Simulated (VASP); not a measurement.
**MnO: single point with PBE**

MnO:

```
Mn O
1.0
     0.00000    2.22200    2.19978
     2.22200    0.00000    2.19978
     2.22200    2.22200    0.00000
Mn O
1 1
Direct
  0.00000 0.00000 0.00000
  0.50000 0.50000 0.50000
```

This cell differs from its parent crystal: zz strain of -1 %.

```
Program             : VASP 6.6.1
Task                : single point
Functional          : PBE
Potentials or basis : VASP PAW PBE potentials, release 64 (Mn_pv, O)
Cutoff              : 520 eV
k mesh              : 16 × 16 × 16
Occupations         : fermi-dirac, width 0.05 eV
Spin                : collinear spin, ferromagnetic start
Starting moments    : [4.0, 0.0] μB
```

```json
{
 "Pressure": "1.2 GPa",
 "Net moment": "4.73 μB per cell",
 "Site moments": "Mn +4.30; O +0.20 μB",
 "Valence electrons inside the program's atomic spheres": "Mn 11.37; O 4.98"
}
```

Stress tensor (GPa, compression positive):
```
1.18 0.00 0.00
0.00 1.18 0.00
0.00 0.00 1.10
```

Levels at points of the mesh, in eV from the Fermi level:
Spin up:
| k point | band 8 | band 9 | band 10 | band 11 | band 12 | band 13 | band 14 | band 15 | band 16 | band 17 |
| --- | --- | --- | --- | --- | --- | --- | --- | --- | --- | --- |
| (0.00, 0.00, 0.00) | -3.26 | -3.26 | -3.21 | -2.72 | -2.69 | -0.48 | 13.99 | 16.41 | 16.42 | 16.42 |
| (0.50, 0.00, 0.00) | -2.34 | -2.32 | -1.89 | 0.17 | 0.26 | 3.49 | 7.81 | 11.84 | 12.06 | 18.61 |
| (0.50, 0.50, 0.00) | -4.26 | -2.27 | -2.05 | -2.05 | -1.89 | 5.10 | 7.94 | 10.38 | 13.69 | 13.69 |
| (0.50, 0.00, 0.50) | -4.26 | -2.27 | -2.06 | -2.04 | -1.91 | 5.09 | 7.82 | 10.50 | 13.72 | 13.87 |
Spin down:
| k point | band 4 | band 5 | band 6 | band 7 | band 8 | band 9 | band 10 | band 11 |
| --- | --- | --- | --- | --- | --- | --- | --- | --- |
| (0.00, 0.00, 0.00) | -19.95 | -3.46 | -3.42 | -3.42 | 0.67 | 0.67 | 0.73 | 0.80 |
| (0.50, 0.00, 0.00) | -18.97 | -7.49 | -4.96 | -4.93 | 1.90 | 1.93 | 1.94 | 3.60 |
| (0.50, 0.50, 0.00) | -19.00 | -6.51 | -4.44 | -4.44 | -0.91 | 1.94 | 2.14 | 2.38 |
| (0.50, 0.00, 0.50) | -19.01 | -6.53 | -4.45 | -4.38 | -0.91 | 1.91 | 2.14 | 2.36 |

Run time: 3 min on 1 thread of Oxide Virtual Turin-like Processor, on a shared host, peak memory 0.29 GiB.

Caveat: the cell differs from its parent crystal (zz strain of -1 %); a cell with one magnetic atom can't hold antiferromagnetic order, which such compounds often take; semilocal functionals often make such compounds metallic where correlation or magnetic order opens a gap, which also shifts bond lengths.
